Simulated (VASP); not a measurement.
# CsSi4Sb2 (Fmmm) in VASP: further runs, part 2 of 2

VASP 6.6.1. Earlier steps stand in the parts before.

### Step 3. Single point, PBE (26.75 Å³/atom)

This run uses another cell than the first one, of 26.75 Å³/atom.

INCAR reads:

```
SYSTEM = CsSi4Sb2
ALGO = Fast
EDIFF = 1E-6
ENCUT = 520
GGA = PE
ISIF = 2
ISMEAR = 0
LASPH = .True.
LCHARG = .False.
LREAL = .False.
LWAVE = .False.
NBANDS = 26
NELM = 100
PREC = Accurate
SIGMA = 0.1
```

KPOINTS reads:

```
k-points
0
Gamma
  6 6 6
  0 0 0
```

POSCAR reads:

```
CsSi4Sb2
1.0
    0.0000000000      5.5032032925      3.7272103837
    4.5639841161      0.0000000000      3.7272103837
    4.5639841161      5.5032032925      0.0000000000
Cs Si Sb
1 4 2
Direct
    0.0857118743      0.0857118743      0.9142881257
    0.6050115831      0.5664121655      0.1808009997
    0.5664121655      0.6050115831      0.6477752517
    0.3522247483      0.8191990003      0.4335878345
    0.8191990003      0.3522247483      0.3949884169
    0.8357118743      0.8357118743      0.6642881257
    0.3357118743      0.3357118743      0.1642881257
```

Potentials or basis: VASP PAW PBE potentials, release 64 (Cs_sv, Si, Sb).

On the command line:

```bash
> cat potpaw_PBE.64/Cs_sv/POTCAR potpaw_PBE.64/Si/POTCAR potpaw_PBE.64/Sb/POTCAR > POTCAR
> mpirun -np 1 vasp_std > vasp.out
```

OUTCAR:

```text
SYSTEM = CsSi4Sb2
   EDIFF = 1E-6
   ENCUT = 520
   GGA = PE
   ISIF = 2
   ISMEAR = 0
   LASPH = .True.
   LREAL = .False.
   NELM = 100
   PREC = Accurate

 ion  position               nearest neighbor table
   1  0.086  0.086  0.914-
   2  0.605  0.566  0.181-   4 2.31   5 2.36   7 2.69   6 2.69
   3  0.566  0.605  0.648-   5 2.31   4 2.36   7 2.69   6 2.69
   4  0.352  0.819  0.434-   2 2.31   3 2.36   7 2.69   6 2.69
   5  0.819  0.352  0.395-   3 2.31   2 2.36   7 2.69   6 2.69
   6  0.836  0.836  0.664-   5 2.69   2 2.69   4 2.69   3 2.69   7 3.73   7 3.73
   7  0.336  0.336  0.164-   2 2.69   5 2.69   3 2.69   4 2.69   6 3.73   6 3.73

  LATTYP: Found a face centered orthorhombic cell.
 ALAT       =     7.4544207674
 B/A-ratio  =     1.2245040248
 C/A-ratio  =     1.4764938724

  Lattice vectors:

 A1 = (   4.5639841161,   5.5032032925,   0.0000000000)
 A2 = (   0.0000000000,   5.5032032925,   3.7272103837)
 A3 = (   4.5639841161,   0.0000000000,   3.7272103837)

Analysis of symmetry for initial positions (statically):
=====================================================================
 Subroutine PRICEL returns:
 Original cell was already a primitive cell.

 Routine SETGRP: Setting up the symmetry group for a
 face centered orthorhombic supercell.

 Subroutine GETGRP returns: Found  8 space group operations
 (whereof  4 operations were pure point group operations)
 out of a pool of  8 trial point group operations.

The static configuration has the point symmetry C_2v.
 The point group associated with its full space group is D_2h.

Analysis of symmetry for dynamics (positions and initial velocities):
=====================================================================
 Subroutine PRICEL returns:
 Original cell was already a primitive cell.

 Routine SETGRP: Setting up the symmetry group for a
 face centered orthorhombic supercell.

 Subroutine GETGRP returns: Found  8 space group operations
[... 138 lines left out ...]
   LORBIT       =      0    0 simple, 1 ext, 2 COOP (PROOUT), +10 PAW based schemes
   GGA     = PE    functional components
   LHFCALC =     F    Hartree Fock is set to
   AEXX    =    0.0000 exact exchange contribution
   IVDW    =     0    specifies the selected vdW correction
   LEPSILON=     F    determine dielectric tensor
   LRPA    =     F    only Hartree local field effects (RPA)
 non-spin polarized calculation
 RMM-DIIS sequential band-by-band and
 Gauss-broadening in eV      SIGMA  =   0.10
  energy-cutoff  :      520.00
  volume of cell :      187.23
 maximum number of plane-waves:      5066
 NGX is ok and might be reduce to    50
   NGX = 25   NGY = 21   NGZ = 27

 number of electron      35.0000000 magnetization

 Free energy of the ion-electron system (eV)
  ---------------------------------------------------
  ext. energy  EPLUGINS =         0.00000000
  ---------------------------------------------------
  free energy    TOTEN  =       -29.69011501 eV

  energy without entropy =      -29.67355579  energy(sigma->0) =      -29.68183540

 E-fermi :   5.9167     XC(G=0):  -9.1676

 val. band max:        5.9034162317   @ k =   0.3333  -0.1667   0.1667
 cond. band min:       5.9220666367   @ k =   0.1667   0.0000   0.1667
 fundamental gap:      0.0186504049
 Fermi energy:         5.9167392993

 k-point     1 :       0.0000    0.0000    0.0000
  band No.  band energies     occupation
      1     -16.5088      2.00000
      2      -6.5593      2.00000
      3      -3.6415      2.00000
      4      -3.5960      2.00000
      5      -3.5527      2.00000
      6      -3.4143      2.00000
[... 685 lines left out ...]
     25       9.2556      0.00000
     26       9.5905      0.00000

 [... further k-points ...]

------------------------ aborting loop because EDIFF is reached ----------------------------------------

  FORCE on cell =-STRESS in cart. coord.  units (eV):
  Direction    XX          YY          ZZ          XY          YZ          ZX
  --------------------------------------------------------------------------------------
  -------------------------------------------------------------------------------------
  Total        2.9223597      2.9843853      2.9782169      0.0000000      0.0000000      0.0000000
  in kB       25.0075228     25.5382948     25.4855092      0.0000000      0.0000000      0.0000000
  external PRESSURE =      25.3437756 kB  Pullay stress =       0.0000000 kB

 VOLUME and BASIS-vectors are now :
 -----------------------------------------------------------------------------
  energy-cutoff  :      520.00
  volume of cell :      187.23
      direct lattice vectors                 reciprocal lattice vectors
     0.000000000  5.503203293  3.727210384    -0.109553405  0.090856175  0.134148585
     4.563984116  0.000000000  3.727210384     0.109553405 -0.090856175  0.134148585
     4.563984116  5.503203293  0.000000000     0.109553405  0.090856175 -0.134148585

 POSITION                                       TOTAL-FORCE (eV/Angst)
 -----------------------------------------------------------------------------------
      4.56398      5.50320      0.63893        -0.000000     -0.000000     -0.000000
      3.41027      4.32449      4.36614         0.021663      0.023352     -0.000000
      5.71770      6.68192      4.36614        -0.021663     -0.023352     -0.000000
      5.71770      4.32449      4.36614        -0.021663      0.023352     -0.000000
      3.41027      6.68192      4.36614         0.021663     -0.023352     -0.000000
      6.84598      8.25480      6.22975        -0.000000     -0.000000      0.000000
      2.28199      2.75160      2.50254        -0.000000     -0.000000      0.000000
 -----------------------------------------------------------------------------------
    total drift:                               -0.000000      0.000003     -0.000000

  FREE ENERGIE OF THE ION-ELECTRON SYSTEM (eV)
  ---------------------------------------------------
  free  energy   TOTEN  =       -29.6901150096 eV

  energy  without entropy=      -29.6735557851  energy(sigma->0) =      -29.68183540
```

stdout:

```text
POSCAR found type information on POSCAR CsSiSb
 POSCAR found :  3 types and       7 ions
 scaLAPACK will be used
 LDA part: xc-table for (Slater+PW92), standard interpolation
 POSCAR, INCAR and KPOINTS ok, starting setup
 FFT: planning ... GRIDC
 FFT: planning ... GRID_SOFT
 FFT: planning ... GRID
 WAVECAR not read
 entering main loop
```

Run time: 11 min. Hardware: 1 thread of Oxide Virtual Turin-like, shared host; peak memory 0.44 GiB.

Results:

| Item | Value |
| --- | --- |
| Free energy | -29.6901 eV |
| Pressure | 2.5 GPa |
| Largest force | 0.032 eV/Å |
| Band gap on the k mesh | zero (an odd number of electrons rules out a gap without spin polarisation) |

Forces in eV/Å, atoms in the order of the input:
```
Cs   0.000  0.000  0.000
Si   0.022  0.023  0.000
Si  -0.022 -0.023  0.000
Si  -0.022  0.023  0.000
Si   0.022 -0.023  0.000
Sb   0.000  0.000  0.000
Sb   0.000  0.000  0.000
```

Caveat: spin-orbit coupling is left out, which moves the levels of the heavy elements.

### Step 4. Single point, PBE

This run uses another cell than the first one, of 28.45 Å³/atom.

INCAR reads:

```
PREC     = Accurate       # precision mode
ENCUT    = 520            # plane-wave cutoff, eV
EDIFF    = 1E-7           # SCF threshold, eV
ISMEAR   = 0              # smearing method
SIGMA    = 0.1            # smearing width, eV
LREAL    = False          # projectors in reciprocal space
LASPH    = True           # aspherical terms in the spheres
NELM     = 60             # most SCF steps
ALGO     = Fast           # electronic algorithm
ISIF     = 2              # what is computed and relaxed
LWAVE    = False          # write WAVECAR
LCHARG   = False          # write CHGCAR
GGA      = PE             # functional
NBANDS   = 26             # bands
```

KPOINTS reads:

```
Automatic mesh
0
Gamma
  6 6 6
```

POSCAR reads:

```
CsSi4Sb2
1.0
    0.0000000000      5.5504112656      3.8209682083
    4.6958816846      0.0000000000      3.8209682083
    4.6958816846      5.5504112656      0.0000000000
Cs Si Sb
1 4 2
Direct
    0.0857192266      0.0857192266      0.9142807734
    0.6023287411      0.5690948599      0.1822284172
    0.5690948599      0.6023287411      0.6463479818
    0.3536520182      0.8177715828      0.4309051401
    0.8177715828      0.3536520182      0.3976712589
    0.8357083458      0.8357083458      0.6642916542
    0.3357083458      0.3357083458      0.1642916542
```

Potentials or basis: VASP PAW PBE potentials, release 64 (Cs_sv, Si, Sb).

On the command line:

```bash
> cat potpaw_PBE.64/Cs_sv/POTCAR potpaw_PBE.64/Si/POTCAR potpaw_PBE.64/Sb/POTCAR > POTCAR
> mpirun -np 1 vasp_std > vasp.out
```

OUTCAR:

```text
PREC = Accurate
   ENCUT = 520
   EDIFF = 1E-7
   ISMEAR = 0
   LREAL = False
   LASPH = True
   NELM = 60
   ISIF = 2
   GGA = PE

 ion  position               nearest neighbor table
   1  0.086  0.086  0.914-
   2  0.602  0.569  0.182-   4 2.34   5 2.39   6 2.75   7 2.75
   3  0.569  0.602  0.646-   5 2.34   4 2.39   6 2.75   7 2.75
   4  0.354  0.818  0.431-   2 2.34   3 2.39   7 2.75   6 2.75
   5  0.818  0.354  0.398-   3 2.34   2 2.39   7 2.75   6 2.75
   6  0.836  0.836  0.664-   2 2.75   3 2.75   5 2.75   4 2.75
   7  0.336  0.336  0.164-   4 2.75   5 2.75   2 2.75   3 2.75

  LATTYP: Found a face centered orthorhombic cell.
 ALAT       =     7.6419364166
 B/A-ratio  =     1.2289769055
 C/A-ratio  =     1.4526190649

  Lattice vectors:

 A1 = (   4.6958816846,   5.5504112656,   0.0000000000)
 A2 = (   0.0000000000,   5.5504112656,   3.8209682083)
 A3 = (   4.6958816846,   0.0000000000,   3.8209682083)

Analysis of symmetry for initial positions (statically):
=====================================================================
 Subroutine PRICEL returns:
[... 186 lines left out ...]
 fundamental gap:      0.0070311057
 Fermi energy:         5.3275107454

 k-point     1 :       0.0000    0.0000    0.0000
  band No.  band energies     occupation
      1     -17.1225      2.00000
      2      -6.7452      2.00000
      3      -4.1521      2.00000
      4      -4.0863      2.00000
      5      -4.0308      2.00000
      6      -4.0012      2.00000
[... 685 lines left out ...]
     25       8.7623      0.00000
     26       9.2561      0.00000

 [... further k-points ...]

------------------------ aborting loop because EDIFF is reached ----------------------------------------

  FORCE on cell =-STRESS in cart. coord.  units (eV):
  Direction    XX          YY          ZZ          XY          YZ          ZX
  --------------------------------------------------------------------------------------
  -------------------------------------------------------------------------------------
  Total        0.0939270      0.1259123      0.1100809      0.0000000      0.0000000      0.0000000
  in kB        0.7555365      1.0128218      0.8854757      0.0000000      0.0000000      0.0000000
  external PRESSURE =       0.8846113 kB  Pullay stress =       0.0000000 kB

 VOLUME and BASIS-vectors are now :
 -----------------------------------------------------------------------------
  energy-cutoff  :      520.00
  volume of cell :      199.18
      direct lattice vectors                 reciprocal lattice vectors
     0.000000000  5.550411266  3.820968208    -0.106476277  0.090083415  0.130856886
     4.695881685  0.000000000  3.820968208     0.106476277 -0.090083415  0.130856886
     4.695881685  5.550411266  0.000000000     0.106476277  0.090083415 -0.130856886

 POSITION                                       TOTAL-FORCE (eV/Angst)
 -----------------------------------------------------------------------------------
      4.69588      5.55041      0.65506         0.000000     -0.000000     -0.000071
      3.52813      4.35461      4.47597         0.015194      0.014932     -0.000029
      5.86364      6.74621      4.47597        -0.015194     -0.014932     -0.000029
      5.86364      4.35461      4.47597        -0.015194      0.014932     -0.000029
      3.52813      6.74621      4.47597         0.015194     -0.014932     -0.000029
      7.04382      8.32562      6.38643         0.000000     -0.000000      0.000094
      2.34794      2.77521      2.56546        -0.000000     -0.000000      0.000094
 -----------------------------------------------------------------------------------
    total drift:                               -0.000001     -0.000001     -0.000042

  FREE ENERGIE OF THE ION-ELECTRON SYSTEM (eV)
  ---------------------------------------------------
  free  energy   TOTEN  =       -29.7845401162 eV

  energy  without entropy=      -29.7663190780  energy(sigma->0) =      -29.77542960
```

OSZICAR:

```text
N       E                     dE             d eps       ncg     rms          rms(c)
DAV:   1     0.144264726238E+03    0.14426E+03   -0.12374E+04  2392   0.107E+03
DAV:   2    -0.171069040145E+02   -0.16137E+03   -0.15528E+03  2970   0.170E+02
DAV:   3    -0.303345321017E+02   -0.13228E+02   -0.13081E+02  3092   0.505E+01
DAV:   4    -0.305531872847E+02   -0.21866E+00   -0.21834E+00  2974   0.772E+00
DAV:   5    -0.305561316406E+02   -0.29444E-02   -0.29435E-02  3098   0.970E-01    0.684E+00
RMM:   6    -0.298786284467E+02    0.67750E+00   -0.11187E+00  2454   0.260E+00    0.396E+00
RMM:   7    -0.297974980853E+02    0.81130E-01   -0.53752E-01  2667   0.209E+00    0.146E+00
RMM:   8    -0.297842410437E+02    0.13257E-01   -0.86331E-02  2831   0.122E+00    0.228E-01
RMM:   9    -0.297842301182E+02    0.10926E-04   -0.22074E-02  2866   0.567E-01    0.163E-01
RMM:  10    -0.297843973275E+02   -0.16721E-03   -0.39381E-03  2920   0.311E-01    0.521E-02
RMM:  11    -0.297845318067E+02   -0.13448E-03   -0.11266E-03  3045   0.154E-01    0.392E-02
RMM:  12    -0.297845333844E+02   -0.15777E-05   -0.19379E-04  3036   0.618E-02    0.111E-02
RMM:  13    -0.297845405959E+02   -0.72115E-05   -0.66459E-05  3116   0.325E-02    0.430E-03
RMM:  14    -0.297845406405E+02   -0.44581E-07   -0.10643E-05  2998   0.162E-02    0.371E-03
RMM:  15    -0.297845400386E+02    0.60197E-06   -0.31454E-06  2849   0.879E-03    0.312E-03
RMM:  16    -0.297845403366E+02   -0.29809E-06   -0.78757E-07  2555   0.406E-03    0.293E-03
RMM:  17    -0.297845401628E+02    0.17387E-06   -0.21968E-07  2168   0.230E-03    0.765E-04
RMM:  18    -0.297845401162E+02    0.46612E-07   -0.51979E-08  1823   0.116E-03
   1 F= -.29784540E+02 E0= -.29775430E+02  d E =-.182210E-01
```

stdout:

```text
POSCAR found type information on POSCAR CsSiSb
 POSCAR found :  3 types and       7 ions
 scaLAPACK will be used
 LDA part: xc-table for (Slater+PW92), standard interpolation
 POSCAR, INCAR and KPOINTS ok, starting setup
 FFT: planning ... GRIDC
 FFT: planning ... GRID_SOFT
 FFT: planning ... GRID
 WAVECAR not read
 entering main loop
```

Wall time 13 min (1 thread of Oxide Virtual Turin-like, shared host); peak memory 0.45 GiB.

Results:

| Property | Result |
| --- | --- |
| Free energy | -29.7845 eV |
| Pressure | 0.1 GPa |
| Largest force | 0.021 eV/Å |
| Band gap on the k mesh | zero (an odd number of electrons rules out a gap without spin polarisation) |

Forces in eV/Å, atoms in the order of the input:
```
Cs   0.000  0.000  0.000
Si   0.015  0.015  0.000
Si  -0.015 -0.015  0.000
Si  -0.015  0.015  0.000
Si   0.015 -0.015  0.000
Sb   0.000  0.000  0.000
Sb   0.000  0.000  0.000
```

Caveat: spin-orbit coupling is left out, which moves the levels of the heavy elements.

### Step 5. Summary

```csv
cell,further INCAR settings,gap on the mesh (eV),pressure (GPa),largest force (eV/Å)
"a = 6.549, b = 5.727, c = 7.018 Å, angles 60.8, 49.8, 69.4°, 7 atoms, atomic positions A",ALGO = Fast; EDIFF = 1e-06; NBANDS = 26,none,6.4,0.05
"a = 6.647, b = 5.893, c = 7.149 Å, angles 60.4, 50.4, 69.2°, 7 atoms, atomic positions B",ALGO = Fast; EDIFF = 1e-06; NBANDS = 26,none,2.5,0.03
"a = 6.738, b = 6.054, c = 7.270 Å, angles 59.9, 51.0, 69.0°, 7 atoms, atomic positions C",ALGO = Fast; EDIFF = 1e-07; NBANDS = 26,none,0.1,0.02
```

Alike in all rows: task single point; level PBE; potentials or basis VASP PAW PBE potentials, release 64 (Cs_sv, Si, Sb); no spin polarisation; k mesh 6 × 6 × 6; cutoff (eV) 520; smearing gaussian 0.1 eV.

Caveats: spin-orbit coupling is left out, which moves the levels of the heavy elements; the cell stands under pressure (at least some runs).

Absolute energies hang on the potentials; compare differences alone.

The gap in the log of VASP goes by the Fermi energy; the results here count the filled bands.